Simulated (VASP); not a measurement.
# BaTe (Fm-3m) in VASP: single point with LDA

Aim: the single point of BaTe with LDA.

Program: VASP 6.6.1. These are calculated values, not measurements. Logs are shortened: lines on timing, memory, paths and dates and some standing lists are left out, and cuts for length are marked.

## (1) The cell of the first run

The structure is cubic, space group Fm-3m (No. 225). Conventional cell: a = 6.820 Å, b = 6.820 Å, c = 6.820 Å, α = 90.00°, β = 90.00°, γ = 90.00°. Within 4.5 Å of Ba (site symmetry m-3m) lie 6 Te at 3.41 Å. Te (site symmetry m-3m) has 6 Ba at 3.41 Å within 4.5 Å.

## (2) Single point, LDA

INCAR

```
PREC     = Accurate       # precision mode
ENCUT    = 520            # plane-wave cutoff, eV
EDIFF    = 1E-7           # SCF threshold, eV
ISMEAR   = -1             # smearing method
SIGMA    = 0.05           # smearing width, eV
LREAL    = False          # projectors in reciprocal space
LASPH    = True           # aspherical terms in the spheres
NELM     = 60             # most SCF steps
ALGO     = Normal         # electronic algorithm
ISIF     = 2              # what is computed and relaxed
LWAVE    = False          # write WAVECAR
LCHARG   = False          # write CHGCAR
NBANDS   = 15             # bands
```

KPOINTS

```
Automatic mesh
0
Gamma
  10 10 10
```

POSCAR

```
BaTe
1.0
    0.0000000000      3.4100000000      3.4100000000
    3.4100000000      0.0000000000      3.4100000000
    3.4100000000      3.4100000000      0.0000000000
Ba Te
1 1
Direct
    0.0000000000      0.0000000000      0.0000000000
    0.5000000000      0.5000000000      0.5000000000
```

Potentials or basis: VASP PAW LDA potentials, release 64 (Ba_sv, Te).

The run is started by

```
cat potpaw_LDA.64/Ba_sv/POTCAR potpaw_LDA.64/Te/POTCAR > POTCAR
mpirun -np 1 vasp_std > vasp.out
```

OUTCAR:

```text
PREC = Accurate
   ENCUT = 520
   EDIFF = 1E-7
   ISMEAR = -1
   LREAL = False
   LASPH = True
   NELM = 60
   ISIF = 2

 ion  position               nearest neighbor table
   1  0.000  0.000  0.000-   2 3.41   2 3.41   2 3.41   2 3.41   2 3.41   2 3.41
   2  0.500  0.500  0.500-   1 3.41   1 3.41   1 3.41   1 3.41   1 3.41   1 3.41

  LATTYP: Found a face centered cubic cell.
 ALAT       =     6.8200000000

  Lattice vectors:

 A1 = (   0.0000000000,   3.4100000000,   3.4100000000)
 A2 = (   3.4100000000,   0.0000000000,   3.4100000000)
 A3 = (   3.4100000000,   3.4100000000,   0.0000000000)

Analysis of symmetry for initial positions (statically):
=====================================================================
 Subroutine PRICEL returns:
 Original cell was already a primitive cell.

 Routine SETGRP: Setting up the symmetry group for a
 face centered cubic supercell.

 Subroutine GETGRP returns: Found 48 space group operations
 (whereof 48 operations were pure point group operations)
 out of a pool of 48 trial point group operations.

The static configuration has the point symmetry O_h .

Analysis of symmetry for dynamics (positions and initial velocities):
=====================================================================
 Subroutine PRICEL returns:
 Original cell was already a primitive cell.

 Routine SETGRP: Setting up the symmetry group for a
 face centered cubic supercell.

 Subroutine GETGRP returns: Found 48 space group operations
 (whereof 48 operations were pure point group operations)
 out of a pool of 48 trial point group operations.

The dynamic configuration has the point symmetry O_h .

 Subroutine INISYM returns: Found 48 space group operations
 (whereof 48 operations are pure point group operations),
 and found     1 'primitive' translations

----------------------------------------------------------------------------------------

                                     Primitive cell

  volume of cell :      79.3036

  direct lattice vectors                    reciprocal lattice vectors
     0.000000000  3.410000000  3.410000000    -0.146627566  0.146627566  0.146627566
     3.410000000  0.000000000  3.410000000     0.146627566 -0.146627566  0.146627566
     3.410000000  3.410000000  0.000000000     0.146627566  0.146627566 -0.146627566

  length of vectors
     4.822468248  4.822468248  4.822468248     0.253966394  0.253966394  0.253966394

  position of ions in fractional coordinates (direct lattice)
     0.000000000  0.000000000  0.000000000
     0.500000000  0.500000000  0.500000000

  ion indices of the primitive-cell ions
   primitive index   ion index
                 1           1
                 2           2

----------------------------------------------------------------------------------------

 KPOINTS: Automatic mesh

Automatic generation of k-mesh.
 Grid dimensions read from file:
 generate k-points for:   10   10   10

 Generating k-lattice:

  Cartesian coordinates                     Fractional coordinates (reciprocal lattice)
    -0.014662757  0.014662757  0.014662757     0.100000000  0.000000000  0.000000000
     0.014662757 -0.014662757  0.014662757     0.000000000  0.100000000  0.000000000
     0.014662757  0.014662757 -0.014662757     0.000000000  0.000000000  0.100000000

  Length of vectors
     0.025396639  0.025396639  0.025396639

  Shift w.r.t. Gamma in fractional coordinates (k-lattice)
     0.000000000  0.000000000  0.000000000

 Subroutine IBZKPT returns following result:
 ===========================================

 Found     47 irreducible k-points:

 Following reciprocal coordinates:
            Coordinates               Weight
  0.000000  0.000000  0.000000      1.000000
  0.100000  0.000000  0.000000      8.000000
  0.200000  0.000000  0.000000      8.000000
  0.300000  0.000000  0.000000      8.000000
  0.400000  0.000000  0.000000      8.000000
  0.500000  0.000000  0.000000      4.000000
[... 16 lines left out ...]
  0.300000  0.300000  0.000000      6.000000
  0.400000  0.300000  0.000000     24.000000
 [... further k-points ...]
   k-points           NKPTS =     47   k-points in BZ     NKDIM =     47   number of bands    NBANDS=     15
   number of dos      NEDOS =    301   number of ions     NIONS =      2
   total plane-waves  NPLWV =  46656
   dimension x,y,z NGX =    36 NGY =   36 NGZ =   36
   dimension x,y,z NGXF=    72 NGYF=   72 NGZF=   72
   ions per type =               1   1
   NGX,Y,Z   is equivalent  to a cutoff of  12.41, 12.41, 12.41 a.u.
   NGXF,Y,Z  is equivalent  to a cutoff of  24.82, 24.82, 24.82 a.u.
 SYSTEM =  unknown system
   PREC   = accura    normal or accurate (medium, high low for compatibility)
   ISTART =      0    job   : 0-new  1-cont  2-samecut
   ICHARG =      2    charge: 1-file 2-atom 10-const
   ISPIN  =      1    spin polarized calculation?
   LNONCOLLINEAR =      F non collinear calculations
   LSORBIT =      F    spin-orbit coupling
   LASPH  =      T    aspherical Exc in radial PAW
   ENCUT  =  520.0 eV  38.22 Ry    6.18 a.u.   8.97  8.97  8.97*2*pi/ulx,y,z
   NELM   =     60;   NELMIN=  2; NELMDL= -5     # of ELM steps
   EDIFF  = 0.1E-06   stopping-criterion for ELM
   LREAL  =      F    real-space projection
   EDIFFG = 0.1E-05   stopping-criterion for IOM
   NSW    =      0    number of steps for IOM
   IBRION =     -1    ionic relax: 0-MD 1-quasi-New 2-CG
   NFREE  =      0    steps in history (QN), initial steepest desc. (CG)
   ISIF   =      2    stress and relaxation
   ISYM   =      2    0-nonsym 1-usesym 2-fastsym
   POTIM  = 0.5000    time-step for ionic-motion
   TEBEG  =    0.0;   TEEND  =   0.0 temperature during run
   PSTRESS=    0.0 pullay stress
   NELECT =      16.0000    total number of electrons
   NUPDOWN=      -1.0000    fix difference up-down
   EMIN   =  10.00;   EMAX   =-10.00  energy-range for DOS
   EFERMI =   0.00;   METHOD = LEGACY
   ISMEAR =    -1;   SIGMA  =   0.05  broadening in eV -4-tet -1-fermi 0-gaus
   EFERMI_NEDOS =   21; number of points for ismear=-14 and -15
   IALGO  =     38    algorithm
   IMIX   =      4    mixing-type and parameters
     AMIX     =   0.40;   BMIX     =  1.00
     AMIX_MAG =   1.60;   BMIX_MAG =  1.00
  volume/ion in A,a.u.               =      39.65       267.58
  Fermi-wavevector in a.u.,A,eV,Ry     =   0.960175  1.814468 12.543704  0.921936
  Thomas-Fermi vector in A             =   2.089436
   LORBIT       =      0    0 simple, 1 ext, 2 COOP (PROOUT), +10 PAW based schemes
   GGA     = CA    functional components
   LHFCALC =     F    Hartree Fock is set to
   AEXX    =    0.0000 exact exchange contribution
   IVDW    =     0    specifies the selected vdW correction
   LEPSILON=     F    determine dielectric tensor
   LRPA    =     F    only Hartree local field effects (RPA)
 non-spin polarized calculation
  energy-cutoff  :      520.00
  volume of cell :       79.30
 maximum number of plane-waves:      2162
   NGX = 17   NGY = 17   NGZ = 17

 number of electron      16.0000000 magnetization

 Free energy of the ion-electron system (eV)
  ---------------------------------------------------
  ext. energy  EPLUGINS =         0.00000000
  ---------------------------------------------------
  free energy    TOTEN  =        -9.60212712 eV

  energy without entropy =       -9.60212705  energy(sigma->0) =       -9.60212709

 E-fermi :   3.2173     XC(G=0):  -8.8507

 val. band max:        2.6079763580   @ k =   0.0000   0.0000   0.0000
 cond. band min:       3.8141959628   @ k =   0.5000   0.5000   0.0000
 fundamental gap:      1.2062196048
 Fermi energy:         3.2172546962

 k-point     1 :       0.0000    0.0000    0.0000
  band No.  band energies     occupation
      1     -24.1560      2.00000
      2      -9.3468      2.00000
      3      -9.3468      2.00000
      4      -9.3468      2.00000
      5      -7.1816      2.00000
      6       2.6080      1.99999
      7       2.6080      1.99999
      8       2.6080      1.99999
      9       5.3579      0.00000
     10       5.3579      0.00000
     11       5.3579      0.00000
     12       5.6183      0.00000
     13       6.1137      0.00000
     14       6.1137      0.00000
     15       9.4425      0.00000

 k-point     2 :       0.1000    0.0000    0.0000
  band No.  band energies     occupation
      1     -24.1540      2.00000
      2      -9.4263      2.00000
      3      -9.3482      2.00000
      4      -9.3482      2.00000
      5      -7.0702      2.00000
      6       2.2009      2.00000
      7       2.4139      2.00000
      8       2.4139      2.00000
      9       5.3917      0.00000
     10       5.4996      0.00000
     11       5.4996      0.00000
     12       6.1025      0.00000
     13       6.4507      0.00000
     14       6.4507      0.00000
     15       9.8007      0.00000

 k-point     3 :       0.2000    0.0000    0.0000
  band No.  band energies     occupation
      1     -24.1487      2.00000
      2      -9.6076      2.00000
      3      -9.3518      2.00000
      4      -9.3518      2.00000
      5      -6.8021      2.00000
      6       1.4374      2.00000
      7       2.0122      2.00000
      8       2.0122      2.00000
      9       5.4872      0.00000
     10       5.8786      0.00000
     11       5.8786      0.00000
     12       7.1444      0.00000
     13       7.3093      0.00000
     14       7.3093      0.00000
     15      10.6996      0.00000
[... 343 lines left out ...]
 k-point    23 :       0.3000    0.3000    0.0000
  band No.  band energies     occupation
      1     -24.1377      2.00000
      2      -9.6562      2.00000
      3      -9.4247      2.00000
      4      -9.4247      2.00000
      5      -6.7488      2.00000
      6       0.8790      2.00000
      7       2.2346      2.00000
      8       2.2346      2.00000
      9       4.2078      0.00000
     10       6.7038      0.00000
     11       6.7466      0.00000
     12       7.7059      0.00000
     13       7.7059      0.00000
     14      10.3615      0.00000
     15      11.0974      0.00000

 k-point    24 :       0.4000    0.3000    0.0000
  band No.  band energies     occupation
      1     -24.1335      2.00000
      2      -9.6884      2.00000
      3      -9.4480      2.00000
      4      -9.4355      2.00000
      5      -6.7429      2.00000
      6       0.9748      2.00000
      7       2.0011      2.00000
      8       2.1092      2.00000
      9       4.2734      0.00000
     10       7.0932      0.00000
     11       7.2602      0.00000
     12       8.0928      0.00000
     13       8.1158      0.00000
     14       9.4561      0.00000
     15      10.8499      0.00000

 [... further k-points ...]

------------------------ aborting loop because EDIFF is reached ----------------------------------------

  FORCE on cell =-STRESS in cart. coord.  units (eV):
  Direction    XX          YY          ZZ          XY          YZ          ZX
  --------------------------------------------------------------------------------------
  -------------------------------------------------------------------------------------
  Total        0.6118520      0.6118520      0.6118520      0.0000000      0.0000000      0.0000000
  in kB       12.3612902     12.3612902     12.3612902      0.0000000      0.0000000      0.0000000
  external PRESSURE =      12.3612902 kB  Pullay stress =       0.0000000 kB

 VOLUME and BASIS-vectors are now :
 -----------------------------------------------------------------------------
  energy-cutoff  :      520.00
  volume of cell :       79.30
      direct lattice vectors                 reciprocal lattice vectors
     0.000000000  3.410000000  3.410000000    -0.146627566  0.146627566  0.146627566
     3.410000000  0.000000000  3.410000000     0.146627566 -0.146627566  0.146627566
     3.410000000  3.410000000  0.000000000     0.146627566  0.146627566 -0.146627566

 POSITION                                       TOTAL-FORCE (eV/Angst)
 -----------------------------------------------------------------------------------
      0.00000      0.00000      0.00000         0.000000     -0.000000     -0.000000
      3.41000      3.41000      3.41000        -0.000000      0.000000      0.000000
 -----------------------------------------------------------------------------------
    total drift:                                0.000000      0.000000      0.000000

  FREE ENERGIE OF THE ION-ELECTRON SYSTEM (eV)
  ---------------------------------------------------
  free  energy   TOTEN  =        -9.6021271223 eV

  energy  without entropy=       -9.6021270513  energy(sigma->0) =       -9.60212709
```

It took 40 s on 1 thread of Intel Xeon Platinum 8488C (Sapphire Rapids), shared host; peak memory 0.21 GiB.

Results:

* Free energy: -9.6021 eV
* Pressure: 1.2 GPa
* Band gap on the k mesh: 1.21 eV (least direct gap 1.59 eV)

Levels at points of the mesh, in eV from the valence-band top:
```
           k point  band 5  band 6  band 7  band 8  band 9  band 10  band 11  band 12
(0.00, 0.00, 0.00)   -9.79    0.00    0.00    0.00    2.75     2.75     2.75     3.01
(0.50, 0.00, 0.00)   -8.78   -2.52   -1.32   -1.32    4.18     4.82     4.93     4.93
(0.50, 0.50, 0.00)   -9.56   -1.16   -0.38   -0.38    1.21     4.51     4.82     5.88
```

Caveat: spin-orbit coupling is left out, which moves the levels of the heavy elements. A k mesh can miss the band edges.
